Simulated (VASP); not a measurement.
A run of VASP 6.6.1 is set up as follows.

Contents of INCAR:

```
  ALGO = Normal
  DIPOL = 0.5 0.5 0.500
  EDIFF = 1E-6
  ENCUT = 520
  GGA = PE
  IDIPOL = 3
  ISIF = 2
  ISMEAR = 0
  IVDW = 12
  LASPH = T
  LCHARG = F
  LDIPOL = T
  LREAL = F
  LWAVE = F
  NBANDS = 11
  NELM = 100
  PREC = Accurate
  SIGMA = 0.05
```

File KPOINTS:

```
k-points
0
Gamma
  12 12 1
```

The input POSCAR:

```
C
1.0
    2.4656726626      0.0000000029      0.0000000000
   -1.2328363338      2.1353351617      0.0000000000
    0.0000000000      0.0000000000     20.0000416924
C
2
Direct
    0.6666666667      0.3333333333      0.5000000000
    0.3333333333      0.6666666667      0.5000000000
```

Potentials or basis: VASP PAW PBE potentials, release 64 (C).

Run with:

```console
$ cat potpaw_PBE.64/C/POTCAR > POTCAR
$ mpirun -np 1 vasp_std > vasp.out
```

(1) Estimate the band gap on the k mesh.

(2) Estimate the dispersion energy per atom.

Results:

(1) zero (filled and empty bands touch).

(2) -0.089 eV.
